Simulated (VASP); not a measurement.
Input of a VASP 6.6.1 run:

INCAR

```
SYSTEM = H2CI2
PREC = Accurate ; ENCUT = 600
EDIFF = 1E-6 ; ISMEAR = 0
SIGMA = 0.1 ; LREAL = .FALSE.
LASPH = .TRUE. ; NELM = 120
ALGO = Normal ; ISIF = 2
LWAVE = .FALSE. ; LCHARG = .FALSE.
GGA = PS ; NBANDS = 18
GGA_COMPAT = .FALSE.
```

KPOINTS

```
regular mesh
0
G
  6 6 6
  0 0 0
```

Contents of POSCAR:

```
H2CI2
1.0
    0.0000000000      6.4560000000      2.3465000000
    3.5909500000      0.0000000000      2.3465000000
    3.5909500000      6.4560000000      0.0000000000
H C I
2 1 2
Direct
    0.7537900000      0.9786100000      0.2462100000
    0.9786100000      0.7537900000      0.0213900000
    0.9955200000      0.9955200000      0.0044800000
    0.3808600000      0.1072400000      0.8927600000
    0.1072400000      0.3808600000      0.6191400000
```

Potentials or basis: VASP PAW PBE potentials, release 64 (H, C, I).

Run with:

```console
$ cat potpaw_PBE.64/H/POTCAR potpaw_PBE.64/C/POTCAR potpaw_PBE.64/I/POTCAR > POTCAR
$ mpirun -np 1 vasp_std > vasp.out
```

(1) Estimate the pressure.

(2) Predict the largest force.

Results:

(1) 4.0 GPa.

(2) 3.753 eV/Å.

Caveat: the cell stands under pressure; this functional lacks dispersion, which holds the molecules together, so the pressure and a relaxed volume are unreliable; the PAW data sets were made with another functional, which shifts forces and pressure a little.
